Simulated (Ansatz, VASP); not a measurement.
Two plane-wave programs on ZnS

Contents of POSCAR:

```
ZnS
1.0
    0.0000000000      2.6136777993      2.7349308931
    2.6136777993      0.0000000000      2.7349308931
    2.6136777993      2.6136777993      0.0000000000
Zn S
1 1
Direct
    0.0000000000      0.0000000000      0.0000000000
    0.7500000000      0.7500000000      0.7500000000
```

Contents of INCAR.step1:

```
PREC = Accurate
ENCUT = 520
ISMEAR = 0
SIGMA = 0.05
LREAL = F
LASPH = T
NELM = 80
NBANDS = 16
GGA = PE
ALGO = Normal
EDIFF = 1E-4
LWAVE = T
LCHARG = F
```

INCAR.step2

```
PREC = Accurate
ENCUT = 520
EDIFF = 1E-6
ISMEAR = 0
SIGMA = 0.05
LREAL = F
LASPH = T
NELM = 80
ALGO = Normal
ISIF = 2
LWAVE = F
LCHARG = T
METAGGA = R2SCAN
LMIXTAU = T
LELF = T
LVHAR = T
NBANDS = 16
ISTART = 1
```

Contents of KPOINTS:

```
regular mesh
0
Gamma
  8 8 8
```

Input for Ansatz:

```yaml
crystal:
  lattice:
    - [0.0, 2.6136777993, 2.7349308931]
    - [2.6136777993, 0.0, 2.7349308931]
    - [2.6136777993, 2.6136777993, 0.0]
  atoms:
    - { symbol: Zn, position: [0.0, 0.0, 0.0] }
    - { symbol: S, position: [0.75, 0.75, 0.75] }
basis:
  ecutwfc: 500
kpoints:
  mp_grid: { grid: [8, 8, 8] }
hamiltonian:
  xc: r2scan
scf:
  occupations: { method: gaussian, width: 0.05 }
output:
  forces: true
  stress: true
  eigenvalues: true
```

Change from the starting cell: strain -0.030 along x and y, +0.015 along z, atoms carried along.

Alike in both runs: task single point; functional r2SCAN; k mesh 8 × 8 × 8; occupations gaussian, width 0.05 eV; no spin polarisation.

|  | VASP | Ansatz |
| --- | --- | --- |
| version | VASP 6.6.1 | Ansatz 0.2.0 |
| potentials or method | VASP PAW PBE potentials, release 64 (Zn, S), cutoff 520 eV | scalar-relativistic, plane waves, PAW |
| valence electrons in the cell | 18 | 18 |

```tsv
	VASP	Ansatz	Ansatz less VASP
gap on the k mesh at the Fermi level (eV)	2.86	2.85	-0.015
least direct gap on the mesh (eV)	2.86	2.85	-0.015
pressure (GPa)	4.0	3.9	-0.05
traceless stress, the component that is largest in VASP (GPa)	-1.37	-1.39	-0.012
```

VASP's potentials were made for PBE, not for r2SCAN. With one functional, cell and mesh, what is left measures potentials, basis and numerics.
